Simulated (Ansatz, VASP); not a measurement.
Ta2AlN3: VASP beside Ansatz

```xyz
6
Lattice="3.2032 0.0000 0.0000 -1.6016 2.7741 0.0000 0.0000 0.0000 8.4196" Properties=species:S:1:pos:R:3 pbc="T T T"
Ta    0.0000    0.0000    0.0347
Ta    1.6016    0.9247    2.9811
Al    0.0000    1.8494    5.5450
N     0.0000    1.8494    7.5061
N     1.6016    0.9247    5.0859
N     0.0000    0.0000    2.0012
```

Alike in both runs: functional PBE; k mesh 12 × 12 × 6; occupations gaussian, width 0.1 eV; no spin polarisation.

Ansatz relaxed the structure, and its values are those at the end. VASP's run is a single point on that final structure, the one shown.

|  | VASP | Ansatz |
| --- | --- | --- |
| version | VASP 6.6.1 | Ansatz 0.2.0 |
| potentials or method | VASP PAW PBE potentials, release 64 (Ta_pv, Al, N), cutoff 520 eV | scalar-relativistic, plane waves, PAW |
| valence electrons in the cell | 40 | 44 |

Ansatz gave:

```
gap on the k mesh at the Fermi level (eV) : none
pressure (GPa)                            : 0.0
rms of the force components (eV/Å)        : 0.001
```

Problem. What did VASP give for the same quantities?

Solution. gap on the k mesh at the Fermi level (eV): none; pressure (GPa): 0.3; rms of the force components (eV/Å): 0.021.

A gap of «none» marks a metal or a gap that the smearing closes. VASP's potentials hold 40 valence electrons a cell and Ansatz's 44, so a difference there can come from the potentials and not from the codes.

Spin-orbit coupling is off throughout.
